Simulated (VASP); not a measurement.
# Ge7I (P-43m) in VASP: notebook

Ge7I is run at these levels: PBE; tasks: single point, relaxation of cell and atoms.

All numbers are computed with VASP 6.6.1; they aren't measurements. Logs are shortened: lines on timing, memory, paths and dates and some standing lists are left out, and cuts for length are marked.

## 1. The cell of the first run

The structure is cubic, space group P-43m (No. 215). The conventional cell has a = 6.103 Å, b = 6.103 Å, c = 6.103 Å, α = 90.00°, β = 90.00°, γ = 90.00°. Within 3.3 Å of Ge (site symmetry 3m) lie 3 Ge at 2.54 Å and 1 I at 3.05 Å. Within 3.3 Å of Ge (site symmetry -42m) lie 4 Ge at 2.54 Å. I (site symmetry -43m) has 4 Ge at 3.05 Å within 4.0 Å.

The cell was generated, and may not be a known phase.

## 2. Single point, PBE

INCAR

```
ALGO = Normal
EDIFF = 1E-6
ENCUT = 520
GGA = PE
ISIF = 2
ISMEAR = 0
LASPH = T
LCHARG = F
LREAL = F
LWAVE = F
NBANDS = 62
NELM = 60
PREC = Accurate
SIGMA = 0.1
```

KPOINTS

```
k-points
0
Gamma
  4 4 4
```

POSCAR

```
Ge7I
1.0
    6.1032134437      0.0000000000      0.0000000000
    0.0000000000      6.1032134437      0.0000000000
    0.0000000000      0.0000000000      6.1032134437
Ge I
7 1
Direct
    0.2886345063      0.2886345063      0.2886345063
    0.0000000000      0.5000000000      0.5000000000
    0.5000000000      0.5000000000      0.0000000000
    0.5000000000      0.0000000000      0.5000000000
    0.7113654937      0.2886345063      0.7113654937
    0.7113654937      0.7113654937      0.2886345063
    0.2886345063      0.7113654937      0.7113654937
    0.0000000000      0.0000000000      0.0000000000
```

Potentials or basis: VASP PAW PBE potentials, release 64 (Ge_d, I).

On the command line:

```
$ cat potpaw_PBE.64/Ge_d/POTCAR potpaw_PBE.64/I/POTCAR > POTCAR
$ mpirun -np 1 vasp_std > vasp.out
```

OUTCAR:

```text
EDIFF = 1E-6
   ENCUT = 520
   GGA = PE
   ISIF = 2
   ISMEAR = 0
   LASPH = T
   LREAL = F
   NELM = 60
   PREC = Accurate

 ion  position               nearest neighbor table
   1  0.289  0.289  0.289-   2 2.54   3 2.54   4 2.54   8 3.05
   2  0.000  0.500  0.500-   1 2.54   5 2.54   6 2.54   7 2.54
   3  0.500  0.500  0.000-   1 2.54   5 2.54   6 2.54   7 2.54
   4  0.500  0.000  0.500-   1 2.54   5 2.54   6 2.54   7 2.54
   5  0.711  0.289  0.711-   2 2.54   3 2.54   4 2.54   8 3.05
   6  0.711  0.711  0.289-   2 2.54   3 2.54   4 2.54   8 3.05
   7  0.289  0.711  0.711-   2 2.54   3 2.54   4 2.54   8 3.05
   8  0.000  0.000  0.000-   1 3.05   5 3.05   6 3.05   7 3.05

  LATTYP: Found a simple cubic cell.
 ALAT       =     6.1032134437

  Lattice vectors:

 A1 = (   6.1032134437,   0.0000000000,   0.0000000000)
 A2 = (   0.0000000000,   6.1032134437,   0.0000000000)
 A3 = (   0.0000000000,   0.0000000000,   6.1032134437)

Analysis of symmetry for initial positions (statically):
=====================================================================
 Subroutine PRICEL returns:
 Original cell was already a primitive cell.

 Routine SETGRP: Setting up the symmetry group for a
 simple cubic supercell.

 Subroutine GETGRP returns: Found 24 space group operations
 (whereof 24 operations were pure point group operations)
 out of a pool of 48 trial point group operations.

The static configuration has the point symmetry T_d .

Analysis of symmetry for dynamics (positions and initial velocities):
=====================================================================
 Subroutine PRICEL returns:
 Original cell was already a primitive cell.

 Routine SETGRP: Setting up the symmetry group for a
 simple cubic supercell.

 Subroutine GETGRP returns: Found 24 space group operations
 (whereof 24 operations were pure point group operations)
 out of a pool of 48 trial point group operations.

The dynamic configuration has the point symmetry T_d .

 Subroutine INISYM returns: Found 24 space group operations
 (whereof 24 operations are pure point group operations),
 and found     1 'primitive' translations

----------------------------------------------------------------------------------------

                                     Primitive cell

  volume of cell :     227.3399

[... 89 lines left out ...]
   IBRION =     -1    ionic relax: 0-MD 1-quasi-New 2-CG
   NFREE  =      0    steps in history (QN), initial steepest desc. (CG)
   ISIF   =      2    stress and relaxation
   ISYM   =      2    0-nonsym 1-usesym 2-fastsym
   POTIM  = 0.5000    time-step for ionic-motion
   TEBEG  =    0.0;   TEEND  =   0.0 temperature during run
   PSTRESS=    0.0 pullay stress
   NELECT =     105.0000    total number of electrons
   NUPDOWN=      -1.0000    fix difference up-down
   EMIN   =  10.00;   EMAX   =-10.00  energy-range for DOS
   EFERMI =   0.00;   METHOD = LEGACY
   ISMEAR =     0;   SIGMA  =   0.10  broadening in eV -4-tet -1-fermi 0-gaus
   EFERMI_NEDOS =   21; number of points for ismear=-14 and -15
   IALGO  =     38    algorithm
   IMIX   =      4    mixing-type and parameters
     AMIX     =   0.40;   BMIX     =  1.00
     AMIX_MAG =   1.60;   BMIX_MAG =  1.00
  volume/ion in A,a.u.               =      28.42       191.77
  Fermi-wavevector in a.u.,A,eV,Ry     =   1.265453  2.391360 21.787981  1.601371
  Thomas-Fermi vector in A             =   2.398705
   LORBIT       =      0    0 simple, 1 ext, 2 COOP (PROOUT), +10 PAW based schemes
   GGA     = PE    functional components
   LHFCALC =     F    Hartree Fock is set to
   AEXX    =    0.0000 exact exchange contribution
   IVDW    =     0    specifies the selected vdW correction
   LEPSILON=     F    determine dielectric tensor
   LRPA    =     F    only Hartree local field effects (RPA)
 non-spin polarized calculation
 Gauss-broadening in eV      SIGMA  =   0.10
  energy-cutoff  :      520.00
  volume of cell :      227.34
 maximum number of plane-waves:      6152
 NGX is ok and might be reduce to    48
   NGX = 23   NGY = 23   NGZ = 23

 number of electron     104.9999988 magnetization

 Free energy of the ion-electron system (eV)
  ---------------------------------------------------
  ext. energy  EPLUGINS =         0.00000000
  ---------------------------------------------------
  free energy    TOTEN  =       -31.48139278 eV

  energy without entropy =      -31.47414052  energy(sigma->0) =      -31.47776665

 E-fermi :   3.9533     XC(G=0):  -8.9905

 val. band max:        3.7250950531   @ k =   0.5000   0.2500   0.0000
 cond. band min:       4.0252290558   @ k =   0.5000   0.2500   0.2500
 fundamental gap:      0.3001340027
 Fermi energy:         3.9532741366

 k-point     1 :       0.0000    0.0000    0.0000
  band No.  band energies     occupation
      1     -21.0900      2.00000
      2     -21.0900      2.00000
      3     -21.0900      2.00000
      4     -21.0887      2.00000
      5     -21.0887      2.00000
      6     -21.0887      2.00000
[... 639 lines left out ...]
     61       6.8470      0.00000
     62       8.3778      0.00000

------------------------ aborting loop because EDIFF is reached ----------------------------------------

  FORCE on cell =-STRESS in cart. coord.  units (eV):
  Direction    XX          YY          ZZ          XY          YZ          ZX
  --------------------------------------------------------------------------------------
  -------------------------------------------------------------------------------------
  Total        0.0698145      0.0698145      0.0698145     -0.0000000     -0.0000000     -0.0000000
  in kB        0.4920177      0.4920177      0.4920177     -0.0000000     -0.0000000     -0.0000000
  external PRESSURE =       0.4920177 kB  Pullay stress =       0.0000000 kB

 VOLUME and BASIS-vectors are now :
 -----------------------------------------------------------------------------
  energy-cutoff  :      520.00
  volume of cell :      227.34
      direct lattice vectors                 reciprocal lattice vectors
     6.103213444  0.000000000  0.000000000     0.163848112  0.000000000  0.000000000
     0.000000000  6.103213444  0.000000000     0.000000000  0.163848112  0.000000000
     0.000000000  0.000000000  6.103213444     0.000000000  0.000000000  0.163848112

 POSITION                                       TOTAL-FORCE (eV/Angst)
 -----------------------------------------------------------------------------------
      1.76160      1.76160      1.76160         0.005997      0.005997      0.005997
      0.00000      3.05161      3.05161         0.000000      0.000000      0.000000
      3.05161      3.05161      0.00000         0.000000      0.000000      0.000000
      3.05161      0.00000      3.05161         0.000000      0.000000      0.000000
      4.34162      1.76160      4.34162        -0.005997      0.005997     -0.005997
      4.34162      4.34162      1.76160        -0.005997     -0.005997      0.005997
      1.76160      4.34162      4.34162         0.005997     -0.005997     -0.005997
      0.00000      0.00000      0.00000         0.000000      0.000000      0.000000
 -----------------------------------------------------------------------------------
    total drift:                                0.000000      0.000000      0.000000

  FREE ENERGIE OF THE ION-ELECTRON SYSTEM (eV)
  ---------------------------------------------------
  free  energy   TOTEN  =       -31.4813927819 eV

  energy  without entropy=      -31.4741405245  energy(sigma->0) =      -31.47776665
```

OSZICAR:

```text
N       E                     dE             d eps       ncg     rms          rms(c)
DAV:   1     0.131615800130E+04    0.13162E+04   -0.49089E+04  1500   0.407E+03
DAV:   2     0.228445481416E+03   -0.10877E+04   -0.10609E+04  1240   0.111E+03
DAV:   3    -0.887232542631E+01   -0.23732E+03   -0.23174E+03  1366   0.255E+02
DAV:   4    -0.309821536602E+02   -0.22110E+02   -0.21626E+02  1464   0.850E+01
DAV:   5    -0.317421133328E+02   -0.75996E+00   -0.75799E+00  1374   0.174E+01    0.676E+00
DAV:   6    -0.315421692560E+02    0.19994E+00   -0.38613E-01  2022   0.815E+00    0.394E+00
DAV:   7    -0.314708178777E+02    0.71351E-01   -0.28379E-01  1494   0.412E+00    0.101E+00
DAV:   8    -0.314788758965E+02   -0.80580E-02   -0.62822E-02  1374   0.325E+00    0.556E-01
DAV:   9    -0.314803496884E+02   -0.14738E-02   -0.12423E-02  1454   0.245E+00    0.247E-01
DAV:  10    -0.314810802928E+02   -0.73060E-03   -0.27271E-03  1452   0.179E+00    0.487E-02
DAV:  11    -0.314812414557E+02   -0.16116E-03   -0.11289E-03  1688   0.649E-01    0.394E-02
DAV:  12    -0.314813759701E+02   -0.13451E-03   -0.64569E-04  1330   0.345E-01    0.231E-02
DAV:  13    -0.314813864143E+02   -0.10444E-04   -0.12177E-04  1404   0.254E-01    0.585E-03
DAV:  14    -0.314813920744E+02   -0.56601E-05   -0.46340E-05  1918   0.658E-02    0.797E-03
DAV:  15    -0.314813927819E+02   -0.70753E-06   -0.33346E-06  1112   0.547E-02
   1 F= -.31481393E+02 E0= -.31477767E+02  d E =-.725226E-02
```

Wall time 4 min (1 thread of AMD EPYC 7R43 (Zen 3), shared host); peak memory 0.32 GiB.

Results:

* Free energy: -31.4814 eV
* Pressure: 0.0 GPa
* Largest force: 0.010 eV/Å
* Band gap on the k mesh: zero (an odd number of electrons rules out a gap without spin polarisation)

Forces in eV/Å, atoms in the order of the input:
```
Ge   0.006  0.006  0.006
Ge   0.000  0.000  0.000
Ge   0.000  0.000  0.000
Ge   0.000  0.000  0.000
Ge  -0.006  0.006 -0.006
Ge  -0.006 -0.006  0.006
Ge   0.006 -0.006 -0.006
I    0.000  0.000  0.000
```

Levels at points of the mesh, in eV from the Fermi level:
| k point | band 48 | band 49 | band 50 | band 51 | band 52 | band 53 | band 54 | band 55 | band 56 | band 57 |
| --- | --- | --- | --- | --- | --- | --- | --- | --- | --- | --- |
| (0.00, 0.00, 0.00) | -2.78 | -2.50 | -1.77 | -1.77 | -1.77 | -1.66 | 0.59 | 0.59 | 0.59 | 1.47 |
| (0.50, 0.00, 0.00) | -2.75 | -2.75 | -2.27 | -2.27 | -0.52 | 0.21 | 0.46 | 1.34 | 2.05 | 2.05 |
| (0.50, 0.50, 0.00) | -2.66 | -2.27 | -2.27 | -1.41 | -0.30 | 0.53 | 0.53 | 0.88 | 2.16 | 2.16 |
| (0.50, 0.50, 0.50) | -2.60 | -1.82 | -1.42 | -1.42 | -1.42 | -0.65 | -0.65 | -0.65 | 1.57 | 1.57 |

Caveat: spin-orbit coupling is left out, which moves the levels of the heavy elements; an odd number of electrons without spin polarisation forces a metal; a magnetic or distorted state may lie lower.

## 3. Single point, PBE

This run uses another cell than the first one, of 29.31 Å³/atom.

INCAR

```
ALGO = Normal ; EDIFF = 1E-7
ENCUT = 520 ; GGA = PE
ISIF = 2 ; ISMEAR = 0
LASPH = T ; LCHARG = T
LELF = T ; LREAL = F
LVHAR = T ; LWAVE = F
NBANDS = 62 ; NELM = 100
PREC = Accurate ; SIGMA = 0.1
```

KPOINTS is that of step 2.

POSCAR

```
Ge7I
1.0
    6.1663592500      0.0000000000      0.0000000000
    0.0000000000      6.1663592500      0.0000000000
    0.0000000000      0.0000000000      6.1663592500
Ge I
7 1
Direct
    0.2526152100      0.2526152100      0.2526152100
    0.0000000000      0.5000000000      0.5000000000
    0.5000000000      0.5000000000      0.0000000000
    0.5000000000      0.0000000000      0.5000000000
    0.7473847900      0.2526152100      0.7473847900
    0.7473847900      0.7473847900      0.2526152100
    0.2526152100      0.7473847900      0.7473847900
    0.0000000000      0.0000000000      0.0000000000
```

Potentials or basis: VASP PAW PBE potentials, release 64 (Ge_d, I).

On the command line:

```
$ cat potpaw_PBE.64/Ge_d/POTCAR potpaw_PBE.64/I/POTCAR > POTCAR
$ mpirun -np 1 vasp_std > vasp.out
```

OUTCAR:

```text
EDIFF = 1E-7
   ENCUT = 520
   GGA = PE
   ISIF = 2
   ISMEAR = 0
   LASPH = T
   LREAL = F
   NELM = 100
   PREC = Accurate

 ion  position               nearest neighbor table
   1  0.253  0.253  0.253-   2 2.66   3 2.66   4 2.66   8 2.70
   2  0.000  0.500  0.500-   1 2.66   5 2.66   6 2.66   7 2.66
   3  0.500  0.500  0.000-   1 2.66   5 2.66   6 2.66   7 2.66
   4  0.500  0.000  0.500-   1 2.66   5 2.66   6 2.66   7 2.66
   5  0.747  0.253  0.747-   2 2.66   3 2.66   4 2.66   8 2.70
   6  0.747  0.747  0.253-   2 2.66   3 2.66   4 2.66   8 2.70
   7  0.253  0.747  0.747-   2 2.66   3 2.66   4 2.66   8 2.70
   8  0.000  0.000  0.000-   1 2.70   5 2.70   6 2.70   7 2.70

  LATTYP: Found a simple cubic cell.
 ALAT       =     6.1663592500

  Lattice vectors:

 A1 = (   6.1663592500,   0.0000000000,   0.0000000000)
 A2 = (   0.0000000000,   6.1663592500,   0.0000000000)
 A3 = (   0.0000000000,   0.0000000000,   6.1663592500)

Analysis of symmetry for initial positions (statically):
[... 176 lines left out ...]
 Fermi energy:         4.0584696899

 k-point     1 :       0.0000    0.0000    0.0000
  band No.  band energies     occupation
      1     -21.1455      2.00000
      2     -21.1389      2.00000
      3     -21.1389      2.00000
      4     -21.1389      2.00000
      5     -21.1006      2.00000
      6     -21.1006      2.00000
[... 639 lines left out ...]
     61       7.0091      0.00000
     62       7.0091      0.00000

------------------------ aborting loop because EDIFF is reached ----------------------------------------

  FORCE on cell =-STRESS in cart. coord.  units (eV):
  Direction    XX          YY          ZZ          XY          YZ          ZX
  --------------------------------------------------------------------------------------
  -------------------------------------------------------------------------------------
  Total       -0.1329397     -0.1329397     -0.1329397     -0.0000000     -0.0000000      0.0000000
  in kB       -0.9084032     -0.9084032     -0.9084032     -0.0000000     -0.0000000      0.0000000
  external PRESSURE =      -0.9084032 kB  Pullay stress =       0.0000000 kB

 VOLUME and BASIS-vectors are now :
 -----------------------------------------------------------------------------
  energy-cutoff  :      520.00
  volume of cell :      234.47
      direct lattice vectors                 reciprocal lattice vectors
     6.166359250  0.000000000  0.000000000     0.162170247  0.000000000  0.000000000
     0.000000000  6.166359250  0.000000000     0.000000000  0.162170247  0.000000000
     0.000000000  0.000000000  6.166359250     0.000000000  0.000000000  0.162170247

 POSITION                                       TOTAL-FORCE (eV/Angst)
 -----------------------------------------------------------------------------------
      1.55772      1.55772      1.55772         1.210553      1.210553      1.210553
      0.00000      3.08318      3.08318        -0.000000     -0.000000     -0.000000
      3.08318      3.08318      0.00000        -0.000000     -0.000000     -0.000000
      3.08318      0.00000      3.08318        -0.000000     -0.000000     -0.000000
      4.60864      1.55772      4.60864        -1.210553      1.210553     -1.210553
      4.60864      4.60864      1.55772        -1.210553     -1.210553      1.210553
      1.55772      4.60864      4.60864         1.210553     -1.210553     -1.210553
      0.00000      0.00000      0.00000        -0.000000     -0.000000     -0.000000
 -----------------------------------------------------------------------------------
    total drift:                                0.000000      0.000000      0.000000

  FREE ENERGIE OF THE ION-ELECTRON SYSTEM (eV)
  ---------------------------------------------------
  free  energy   TOTEN  =       -29.9359750614 eV

  energy  without entropy=      -29.9152398139  energy(sigma->0) =      -29.92560744
```

It took 5 min on 1 thread of AMD EPYC 7R43 (Zen 3), shared host; peak memory 0.34 GiB.

What came out:

```
Free energy            : -29.9360 eV
Pressure               : -0.1 GPa
Largest force          : 2.097 eV/Å
Band gap on the k mesh : zero (an odd number of electrons rules out a gap without spin polarisation)
```

Forces on the atoms (eV/Å):
```
Ge   1.211  1.211  1.211
Ge   0.000  0.000  0.000
Ge   0.000  0.000  0.000
Ge   0.000  0.000  0.000
Ge  -1.211  1.211 -1.211
Ge  -1.211 -1.211  1.211
Ge   1.211 -1.211 -1.211
I    0.000  0.000  0.000
```

Caveat: spin-orbit coupling is left out, which moves the levels of the heavy elements; an odd number of electrons without spin polarisation forces a metal; a magnetic or distorted state may lie lower.

## 4. Single point, PBE

INCAR

```
PREC = Accurate
ENCUT = 520
EDIFF = 1E-6
ISMEAR = 0
SIGMA = 0.1
LREAL = False
LASPH = True
NELM = 100
ALGO = Normal
ISIF = 2
LWAVE = False
LCHARG = False
GGA = PE
NBANDS = 62
```

KPOINTS

```
Automatic mesh
0
Gamma
  6 6 6
```

POSCAR

```
Ge7I
1.0
    6.1003419142      0.0000000000      0.0000000000
    0.0000000000      6.1003419142      0.0000000000
    0.0000000000      0.0000000000      6.1003419142
Ge I
7 1
Direct
    0.2899935373      0.2899935373      0.2899935373
    0.0000000000      0.5000000000      0.5000000000
    0.5000000000      0.5000000000      0.0000000000
    0.5000000000      0.0000000000      0.5000000000
    0.7100064627      0.2899935373      0.7100064627
    0.7100064627      0.7100064627      0.2899935373
    0.2899935373      0.7100064627      0.7100064627
    0.0000000000      0.0000000000      0.0000000000
```

On the command line:

```
$ cat potpaw_PBE.64/Ge_d/POTCAR potpaw_PBE.64/I/POTCAR > POTCAR
$ mpirun -np 1 vasp_std > vasp.out
```

Run time: 7.4 min. Hardware: 1 thread of AMD EPYC 7R43 (Zen 3), shared host; peak memory 0.38 GiB.

It converged, with:

| Item | Value |
| --- | --- |
| Free energy | -31.4295 eV |
| Pressure | -0.1 GPa |
| Largest force | 0.012 eV/Å |
| Band gap on the k mesh | zero (an odd number of electrons rules out a gap without spin polarisation) |

Forces in eV/Å, atoms in the order of the input:
```
Ge   0.007  0.007  0.007
Ge   0.000  0.000  0.000
Ge   0.000  0.000  0.000
Ge   0.000  0.000  0.000
Ge  -0.007  0.007 -0.007
Ge  -0.007 -0.007  0.007
Ge   0.007 -0.007 -0.007
I    0.000  0.000  0.000
```

Levels at points of the mesh, in eV from the Fermi level:
```tsv
k point	band 49	band 50	band 51	band 52	band 53	band 54	band 55	band 56
(0.00, 0.00, 0.00)	-2.37	-1.64	-1.64	-1.64	-1.52	0.75	0.75	0.75
(0.50, 0.00, 0.00)	-2.60	-2.11	-2.11	-0.38	0.36	0.58	1.48	2.22
(0.50, 0.50, 0.00)	-2.11	-2.11	-1.24	-0.16	0.67	0.67	1.07	2.33
(0.50, 0.50, 0.50)	-1.66	-1.25	-1.25	-1.25	-0.49	-0.49	-0.49	1.72
```

Caveat: spin-orbit coupling is left out, which moves the levels of the heavy elements; an odd number of electrons without spin polarisation forces a metal; a magnetic or distorted state may lie lower.

(Continued in part 2 of 2.)

The gap in the log of VASP goes by the Fermi energy; the results here count the filled bands.